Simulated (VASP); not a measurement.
# Co in VASP: further runs

Runs on Co. Level: PBE. Tasks: single point.

Program: VASP 6.6.1. These are calculated values, not measurements. Logs are shortened: lines on timing, memory, paths and dates and some standing lists are left out, and cuts for length are marked.

### 1 The cell of the first run

The cell holds a sheet with vacuum, 1 atom: a = 2.296 Å, b = 2.296 Å, c = 14.000 Å, α = 90.00°, β = 90.00°, γ = 120.00°.

### 2 Single point, PBE, collinear spin, ferromagnetic start

Contents of INCAR:

```
PREC = Accurate ; ENCUT = 520
EDIFF = 1E-7 ; ISMEAR = 0
SIGMA = 0.1 ; LREAL = F
LASPH = T ; NELM = 150
ALGO = Normal ; ISIF = 2
LWAVE = F ; LCHARG = F
ISPIN = 2 ; MAGMOM = 3
LORBIT = 11 ; LMAXMIX = 4
LDIPOL = T ; IDIPOL = 3
DIPOL = 0.5 0.5 0.500 ; GGA = PE
NBANDS = 14
```

Contents of KPOINTS:

```
Automatic mesh
0
Gamma
  12 12 1
```

Contents of POSCAR:

```
Co
1.0
    2.2958380000      0.0000000000      0.0000000000
   -1.1479190000      1.9882540000      0.0000000000
    0.0000000000      0.0000000000     14.0000000000
Co
1
Direct
    0.0000000000      0.0000000000      0.5000000000
```

Potentials or basis: VASP PAW PBE potentials, release 64 (Co).

The run is started by

```sh
$ cat potpaw_PBE.64/Co/POTCAR > POTCAR
$ mpirun -np 1 vasp_std > vasp.out
```

OUTCAR:

```text
PREC = Accurate
   ENCUT = 520
   EDIFF = 1E-7
   ISMEAR = 0
   LREAL = F
   LASPH = T
   NELM = 150
   ISIF = 2
   ISPIN = 2
   LORBIT = 11
   GGA = PE

 ion  position               nearest neighbor table
   1  0.000  0.000  0.500-

  LATTYP: Found a hexagonal cell.
 ALAT       =     2.2958380000
 C/A-ratio  =     6.0979912346

  Lattice vectors:

 A1 = (   2.2958380000,   0.0000000000,   0.0000000000)
 A2 = (  -1.1479190000,   1.9882540000,   0.0000000000)
 A3 = (   0.0000000000,   0.0000000000,  14.0000000000)

Analysis of symmetry for initial positions (statically):
=====================================================================
 Subroutine PRICEL returns:
 Original cell was already a primitive cell.

 Routine SETGRP: Setting up the symmetry group for a
 hexagonal supercell.

 Subroutine GETGRP returns: Found 24 space group operations
 (whereof 24 operations were pure point group operations)
 out of a pool of 24 trial point group operations.

The static configuration has the point symmetry D_6h.

Analysis of symmetry for dynamics (positions and initial velocities):
=====================================================================
 Subroutine PRICEL returns:
 Original cell was already a primitive cell.

 Routine SETGRP: Setting up the symmetry group for a
 hexagonal supercell.

 Subroutine GETGRP returns: Found 24 space group operations
 (whereof 24 operations were pure point group operations)
 out of a pool of 24 trial point group operations.

The dynamic configuration has the point symmetry D_6h.

Analysis of structural, dynamic, and magnetic symmetry:
=====================================================================
 Subroutine PRICEL returns:
 Original cell was already a primitive cell.

 Routine SETGRP: Setting up the symmetry group for a
 hexagonal supercell.

 Subroutine GETGRP returns: Found 24 space group operations
 (whereof 24 operations were pure point group operations)
 out of a pool of 24 trial point group operations.

The overall configuration has the point symmetry D_6h.

 Subroutine INISYM returns: Found 24 space group operations
 (whereof 24 operations are pure point group operations),
 and found     1 'primitive' translations

----------------------------------------------------------------------------------------

                                     Primitive cell

  volume of cell :      63.9059

  direct lattice vectors                    reciprocal lattice vectors
     2.295838000  0.000000000  0.000000000     0.435570802  0.251476924  0.000000000
    -1.147919000  1.988254000  0.000000000     0.000000000  0.502953848  0.000000000
     0.000000000  0.000000000 14.000000000     0.000000000  0.000000000  0.071428571

  length of vectors
     2.295838000  2.295837973 14.000000000     0.502953842  0.502953848  0.071428571

  position of ions in fractional coordinates (direct lattice)
     0.000000000  0.000000000  0.500000000

  ion indices of the primitive-cell ions
   primitive index   ion index
                 1           1

----------------------------------------------------------------------------------------

 KPOINTS: Automatic mesh

Automatic generation of k-mesh.
 Grid dimensions read from file:
 generate k-points for:   12   12    1

 Generating k-lattice:

  Cartesian coordinates                     Fractional coordinates (reciprocal lattice)
     0.036297567  0.020956410  0.000000000     0.083333333  0.000000000  0.000000000
     0.000000000  0.041912821  0.000000000     0.000000000  0.083333333  0.000000000
     0.000000000  0.000000000  0.071428571     0.000000000  0.000000000  1.000000000

  Length of vectors
     0.041912820  0.041912821  0.071428571

  Shift w.r.t. Gamma in fractional coordinates (k-lattice)
     0.000000000  0.000000000  0.000000000

 Subroutine IBZKPT returns following result:
 ===========================================

 Found     19 irreducible k-points:

 Following reciprocal coordinates:
            Coordinates               Weight
  0.000000  0.000000  0.000000      1.000000
  0.083333 -0.000000  0.000000      6.000000
  0.166667  0.000000  0.000000      6.000000
  0.250000 -0.000000  0.000000      6.000000
  0.333333 -0.000000  0.000000      6.000000
  0.416667 -0.000000  0.000000      6.000000
[... 11 lines left out ...]
  0.333333  0.250000  0.000000     12.000000
  0.333333  0.333333  0.000000      2.000000
   k-points           NKPTS =     19   k-points in BZ     NKDIM =     19   number of bands    NBANDS=     14
   number of dos      NEDOS =    301   number of ions     NIONS =      1
   total plane-waves  NPLWV =  34992
   dimension x,y,z NGX =    18 NGY =   18 NGZ =  108
   dimension x,y,z NGXF=    36 NGYF=   36 NGZF=  216
   ions per type =               1
   NGX,Y,Z   is equivalent  to a cutoff of  13.03, 13.03, 12.82 a.u.
   NGXF,Y,Z  is equivalent  to a cutoff of  26.07, 26.07, 25.65 a.u.
 SYSTEM =  unknown system
   PREC   = accura    normal or accurate (medium, high low for compatibility)
   ISTART =      0    job   : 0-new  1-cont  2-samecut
   ICHARG =      2    charge: 1-file 2-atom 10-const
   ISPIN  =      2    spin polarized calculation?
   LNONCOLLINEAR =      F non collinear calculations
   LSORBIT =      F    spin-orbit coupling
   LASPH  =      T    aspherical Exc in radial PAW
   ENCUT  =  520.0 eV  38.22 Ry    6.18 a.u.   4.27  4.27 26.03*2*pi/ulx,y,z
   NELM   =    150;   NELMIN=  2; NELMDL= -5     # of ELM steps
   EDIFF  = 0.1E-06   stopping-criterion for ELM
   LREAL  =      F    real-space projection
   EDIFFG = 0.1E-05   stopping-criterion for IOM
   NSW    =      0    number of steps for IOM
   IBRION =     -1    ionic relax: 0-MD 1-quasi-New 2-CG
   NFREE  =      0    steps in history (QN), initial steepest desc. (CG)
   ISIF   =      2    stress and relaxation
   ISYM   =      2    0-nonsym 1-usesym 2-fastsym
   POTIM  = 0.5000    time-step for ionic-motion
   TEBEG  =    0.0;   TEEND  =   0.0 temperature during run
   PSTRESS=    0.0 pullay stress
   NELECT =       9.0000    total number of electrons
   NUPDOWN=      -1.0000    fix difference up-down
   EMIN   =  10.00;   EMAX   =-10.00  energy-range for DOS
   EFERMI =   0.00;   METHOD = LEGACY
   ISMEAR =     0;   SIGMA  =   0.10  broadening in eV -4-tet -1-fermi 0-gaus
   EFERMI_NEDOS =   21; number of points for ismear=-14 and -15
   IALGO  =     38    algorithm
   IMIX   =      4    mixing-type and parameters
     AMIX     =   0.40;   BMIX     =  1.00
     AMIX_MAG =   1.60;   BMIX_MAG =  1.00
  volume/ion in A,a.u.               =      63.91       431.26
  Fermi-wavevector in a.u.,A,eV,Ry     =   0.851743  1.609561  9.870568  0.725466
  Thomas-Fermi vector in A             =   1.967923
   LORBIT       =     11    0 simple, 1 ext, 2 COOP (PROOUT), +10 PAW based schemes
   GGA     = PE    functional components
   LHFCALC =     F    Hartree Fock is set to
   AEXX    =    0.0000 exact exchange contribution
   IVDW    =     0    specifies the selected vdW correction
   LEPSILON=     F    determine dielectric tensor
   LRPA    =     F    only Hartree local field effects (RPA)
 spin polarized calculation
 Gauss-broadening in eV      SIGMA  =   0.10
  energy-cutoff  :      520.00
  volume of cell :       63.91
 maximum number of plane-waves:      1763
 NGX is ok and might be reduce to    18
   NGX =  9   NGY =  9   NGZ = 53

 dipolmoment           0.000000      0.000000     -0.000000 electrons x Angstroem

 number of electron       8.9999999 magnetization       1.8178314

 dipolmoment           0.000000      0.000000      0.000000 electrons x Angstroem

 Free energy of the ion-electron system (eV)
  ---------------------------------------------------
  ext. energy  EPLUGINS =         0.00000000
  ---------------------------------------------------
  free energy    TOTEN  =        -5.62273362 eV

  energy without entropy =       -5.61560974  energy(sigma->0) =       -5.61917168

 E-fermi :  -2.5171     XC(G=0):  -3.4968

 val. band max:       -2.5459169102   @ k =   0.4167   0.1667   0.0000
 cond. band min:      -2.4827817126   @ k =   0.5000  -0.0000   0.0000
 fundamental gap:      0.0631351976
 Fermi energy:        -2.5170601708

 spin component 1

 k-point     1 :       0.0000    0.0000    0.0000
  band No.  band energies     occupation
      1      -9.0888      1.00000
      2      -5.5666      1.00000
      3      -5.0239      1.00000
      4      -5.0239      1.00000
      5      -3.6290      1.00000
      6      -3.6290      1.00000
      7      -2.3461      0.00781
      8       2.2385      0.00000
      9       3.2179      0.00000
     10       3.7812      0.00000
     11       6.5523      0.00000
     12       7.3741      0.00000
     13      11.7035      0.00000
     14      12.5956      0.00000

 k-point     2 :       0.0833   -0.0000    0.0000
  band No.  band energies     occupation
      1      -8.7897      1.00000
      2      -5.4666      1.00000
      3      -5.1326      1.00000
      4      -4.8745      1.00000
      5      -4.1050      1.00000
      6      -3.6599      1.00000
      7      -1.7159      0.00000
      8       2.4918      0.00000
      9       3.5019      0.00000
     10       4.0327      0.00000
     11       6.8385      0.00000
     12       7.6152      0.00000
     13      11.9895      0.00000
     14      12.8280      0.00000
[... 257 lines left out ...]
  band No.  band energies     occupation
      1      -6.0610      1.00000
      2      -5.7952      1.00000
      3      -4.9506      1.00000
      4      -4.8265      1.00000
      5      -4.1782      1.00000
      6       3.4073      0.00000
      7       7.3929      0.00000
      8       8.3184      0.00000
      9      10.3013      0.00000
     10      11.7529      0.00000
     11      11.9627      0.00000
     12      13.2265      0.00000
     13      13.3883      0.00000
     14      14.7448      0.00000

 k-point    19 :       0.3333    0.3333    0.0000
  band No.  band energies     occupation
      1      -5.4190      1.00000
      2      -5.4190      1.00000
      3      -5.4064      1.00000
      4      -5.4064      1.00000
      5      -4.2240      1.00000
      6       6.0651      0.00000
      7       6.0651      0.00000
      8       8.4399      0.00000
      9      10.1878      0.00000
     10      11.9863      0.00000
     11      11.9863      0.00000
     12      14.5767      0.00000
     13      14.5768      0.00000
     14      15.0856      0.00000
 Fermi energy:        -2.5170601708

 spin component 2

 k-point     1 :       0.0000    0.0000    0.0000
  band No.  band energies     occupation
      1      -8.7679      1.00000
      2      -4.0360      1.00000
      3      -3.3611      1.00000
      4      -3.3611      1.00000
      5      -2.3136      0.00200
      6      -1.4514      0.00000
      7      -1.4514      0.00000
      8       2.1608      0.00000
      9       3.0477      0.00000
     10       3.7930      0.00000
     11       6.4754      0.00000
     12       7.3540      0.00000
     13      11.6051      0.00000
     14      12.5778      0.00000

 k-point     2 :       0.0833   -0.0000    0.0000
  band No.  band energies     occupation
      1      -8.4609      1.00000
      2      -3.9206      1.00000
      3      -3.4925      1.00000
      4      -3.1998      1.00000
      5      -2.7202      0.99797
      6      -1.4870      0.00000
      7      -0.9236      0.00000
      8       2.4122      0.00000
      9       3.3422      0.00000
     10       4.0406      0.00000
     11       6.7692      0.00000
     12       7.5898      0.00000
     13      11.8965      0.00000
     14      12.8065      0.00000
[... 258 lines left out ...]
      1      -4.7541      1.00000
      2      -4.0418      1.00000
      3      -3.5105      1.00000
      4      -3.0243      1.00000
      5      -2.1192      0.00000
      6       4.0580      0.00000
      7       7.9746      0.00000
      8       8.6003      0.00000
      9      10.7659      0.00000
     10      11.8682      0.00000
     11      11.8861      0.00000
     12      13.0972      0.00000
     13      13.3243      0.00000
     14      14.8383      0.00000

 k-point    19 :       0.3333    0.3333    0.0000
  band No.  band energies     occupation
      1      -4.1016      1.00000
      2      -4.1016      1.00000
      3      -3.5855      1.00000
      4      -3.5855      1.00000
      5      -2.1084      0.00000
      6       6.6064      0.00000
      7       6.6064      0.00000
      8       9.0797      0.00000
      9      10.6412      0.00000
     10      12.0133      0.00000
     11      12.0133      0.00000
     12      14.4379      0.00000
     13      14.4380      0.00000
     14      14.9816      0.00000

------------------------ aborting loop because EDIFF is reached ----------------------------------------

 vacuum level on the upper side and lower side of the slab       (xc-potential included)        -0.008        -0.008

  FORCE on cell =-STRESS in cart. coord.  units (eV):
  Direction    XX          YY          ZZ          XY          YZ          ZX
  --------------------------------------------------------------------------------------
  -------------------------------------------------------------------------------------
  Total        1.1078296      1.1078296     -0.0015006      0.0000000      0.0000000     -0.0000000
  in kB       27.7742553     27.7742544     -0.0376204      0.0000000      0.0000000     -0.0000000
  external PRESSURE =      18.5036298 kB  Pullay stress =       0.0000000 kB

 VOLUME and BASIS-vectors are now :
 -----------------------------------------------------------------------------
  energy-cutoff  :      520.00
  volume of cell :       63.91
      direct lattice vectors                 reciprocal lattice vectors
     2.295838000  0.000000000  0.000000000     0.435570802  0.251476924  0.000000000
    -1.147919000  1.988254000  0.000000000     0.000000000  0.502953848  0.000000000
     0.000000000  0.000000000 14.000000000     0.000000000  0.000000000  0.071428571

 POSITION                                       TOTAL-FORCE (eV/Angst)
 -----------------------------------------------------------------------------------
      0.00000      0.00000      7.00000        -0.000000      0.000000      0.000000
 -----------------------------------------------------------------------------------
    total drift:                               -0.000000     -0.000000      0.000000

  FREE ENERGIE OF THE ION-ELECTRON SYSTEM (eV)
  ---------------------------------------------------
  free  energy   TOTEN  =        -5.6227336208 eV

  energy  without entropy=       -5.6156097444  energy(sigma->0) =       -5.61917168

 vacuum level on the upper side and lower side of the slab         2.702         2.702

 total charge

# of ion       s       p       d       tot
------------------------------------------
    1        0.561   0.431   7.239   8.231

 magnetization (x)

# of ion       s       p       d       tot
------------------------------------------
    1        0.012  -0.038   1.860   1.834
```

Wall time 64 s (1 thread of Intel Xeon Platinum 8488C (Sapphire Rapids), shared host); peak memory 0.21 GiB.

Results:

```yaml
Free_energy: -5.6227 eV
Net_moment: 1.82 μB per cell
Site_moments: Co +1.83 μB
Valence_electrons_inside_the_program's_atomic_spheres: Co 8.23
```

### 3 Single point, PBE, collinear spin, ferromagnetic start

Contents of INCAR:

```
SYSTEM = Co
ALGO = Normal
DIPOL = 0.5 0.5 0.500
EDIFF = 1E-6
ENCUT = 520
GGA = PE
IDIPOL = 3
ISIF = 2
ISMEAR = 0
ISPIN = 2
LASPH = .TRUE.
LCHARG = .TRUE.
LDIPOL = .TRUE.
LELF = .TRUE.
LMAXMIX = 4
LORBIT = 11
LREAL = .FALSE.
LVACPOTAV = .TRUE.
LVHAR = .TRUE.
LWAVE = .FALSE.
MAGMOM = 3
NBANDS = 14
NELM = 150
PREC = Accurate
SIGMA = 0.1
```

Contents of KPOINTS:

```
k-points
0
G
  12 12 1
  0 0 0
```

POSCAR is that of step 2.

Potentials or basis: VASP PAW PBE potentials, release 64 (Co).

The run is started by

```sh
$ cat potpaw_PBE.64/Co/POTCAR > POTCAR
$ mpirun -np 1 vasp_std > vasp.out
```

It took 53 s on 1 thread of Intel Xeon Platinum 8488C (Sapphire Rapids), shared host; peak memory 0.2 GiB.

The run converged. Its results:

| Quantity | Value |
| --- | --- |
| Free energy | -5.6227 eV |
| Net moment | 1.82 μB per cell |
| Site moments | Co +1.83 μB |
| Valence electrons inside the program's atomic spheres | Co 8.23 |

Levels at points of the mesh, in eV from the Fermi level:
Spin up:
```tsv
k point	band 3	band 4	band 5	band 6	band 7	band 8
(0.00, 0.00, 0.00)	-2.51	-2.51	-1.11	-1.11	0.17	4.75
(0.50, 0.00, 0.00)	-1.70	-1.56	0.03	2.85	8.31	9.51
```
Spin down:
```tsv
k point	band 1	band 2	band 3	band 4	band 5	band 6	band 7	band 8	band 9
(0.00, 0.00, 0.00)	-6.25	-1.52	-0.84	-0.84	0.20	1.07	1.07	4.70	5.58
(0.50, 0.00, 0.00)	-3.67	-2.14	0.34	0.55	1.94	2.88	9.09	9.75	12.02
```

### 4 Single point, PBE, collinear spin, ferromagnetic start

This run uses another cell than the first one, of 113.91 Å³/atom, 1.782 times its volume.

Contents of INCAR:

```
SYSTEM = Co
ALGO = Normal ; DIPOL = 0.5 0.5 0.294
EDIFF = 1E-6 ; ENCUT = 520
GGA = PE ; IDIPOL = 3
ISIF = 2 ; ISMEAR = 0
ISPIN = 2 ; LASPH = .True.
LCHARG = .False. ; LDIPOL = .True.
LMAXMIX = 4 ; LORBIT = 11
LREAL = .False. ; LWAVE = .False.
MAGMOM = 3 ; NBANDS = 14
NELM = 150 ; PREC = Accurate
SIGMA = 0.1
```

Contents of KPOINTS:

```
k-points
0
Gamma
  12 12 1
  0 0 0
```

Contents of POSCAR:

```
Co
1.0
    2.3508194017      0.0000000000      0.0000000000
   -1.1754097009      2.0358693216      0.0000000000
    0.0000000000      0.0000000000     23.8000000000
Co
1
Direct
    0.0000000000      0.0000000000      0.2941176471
```

The run is started by

```sh
$ cat potpaw_PBE.64/Co/POTCAR > POTCAR
$ mpirun -np 1 vasp_std > vasp.out
```

It took 3.6 min on 1 thread of Intel Xeon Platinum 8488C (Sapphire Rapids), shared host; peak memory 0.29 GiB.

The run converged. Its results:

```
Free energy                                           : -5.6479 eV
Net moment                                            : 1.85 μB per cell
Site moments                                          : Co +1.88 μB
Valence electrons inside the program's atomic spheres : Co 8.13
```

Levels at points of the mesh, in eV from the Fermi level:
Spin up:
```tsv
k point	band 1	band 2	band 3	band 4	band 5	band 6	band 7	band 8	band 9	band 10
(0.00, 0.00, 0.00)	-6.32	-2.94	-2.42	-2.42	-1.23	-1.23	0.28	4.78	5.29	5.33
(0.50, 0.00, 0.00)	-4.61	-3.62	-1.77	-1.63	-0.14	2.66	7.70	9.15	11.51	13.36
```
Spin down:
| k point | band 1 | band 2 | band 3 | band 4 | band 5 | band 6 | band 7 | band 8 | band 9 |
| --- | --- | --- | --- | --- | --- | --- | --- | --- | --- |
| (0.00, 0.00, 0.00) | -6.04 | -1.36 | -0.72 | -0.72 | 0.29 | 0.98 | 0.98 | 4.70 | 5.14 |
| (0.50, 0.00, 0.00) | -3.34 | -1.92 | 0.31 | 0.51 | 1.81 | 2.65 | 8.49 | 9.38 | 11.58 |

(Part 1 of 2 ends here.)
